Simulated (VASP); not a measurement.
**H: single point with r2SCAN**

Crystal: H.

```xyz
4
Lattice="1.6485 -2.7317 0.0000 1.6485 2.7317 0.0000 0.0000 0.0000 6.3138" Properties=species:S:1:pos:R:3 pbc="T T T"
H     1.6485   -0.3705    6.3107
H     1.6485    0.3705    0.0031
H     1.6485    0.3705    3.1538
H     1.6485   -0.3705    3.1599
```

```yaml
Program: VASP 6.6.1
Task: single point
Functional: r2SCAN
Potentials_or_basis: VASP PAW PBE potentials, release 64 (H)
Cutoff: 520 eV
k_mesh: 4 × 4 × 2
Occupations: gaussian, width 0.02 eV
Spin: no spin polarisation
Dipole_correction: no
Further_INCAR_settings: ALGO = Normal; EDIFF = 1e-07; NBANDS = 10
```

```yaml
Pressure: 0.1 GPa
Largest_force: 0.009 eV/Å
Band_gap_on_the_k_mesh: 9.09 eV
```

Forces on the atoms (eV/Å):
```
H    0.000 -0.009  0.000
H    0.000  0.009  0.000
H    0.000  0.009  0.000
H    0.000 -0.009  0.000
```

Levels at points of the mesh, in eV from the valence-band top:
```tsv
k point	band 1	band 2	band 3	band 4	band 5
(0.00, 0.00, 0.00)	-1.88	-1.19	10.18	13.41	17.61
(0.50, 0.00, 0.00)	-0.74	-0.26	10.08	12.38	14.19
(0.50, 0.50, 0.00)	-0.46	0.00	9.09	11.01	14.71
(0.00, 0.00, 0.50)	-1.55	-1.55	11.71	11.71	17.99
(0.50, 0.00, 0.50)	-0.51	-0.51	10.91	10.91	15.74
(0.50, 0.50, 0.50)	-0.24	-0.24	9.84	9.84	15.97
```

It took 50 s on 1 thread of AMD EPYC 7R13 (shared host), peak memory 0.13 GiB.

Caveat: the k points lie up to 0.56 Å⁻¹ apart; the PAW data sets were made with another functional, which shifts forces and pressure a little. A k mesh can miss the band edges.
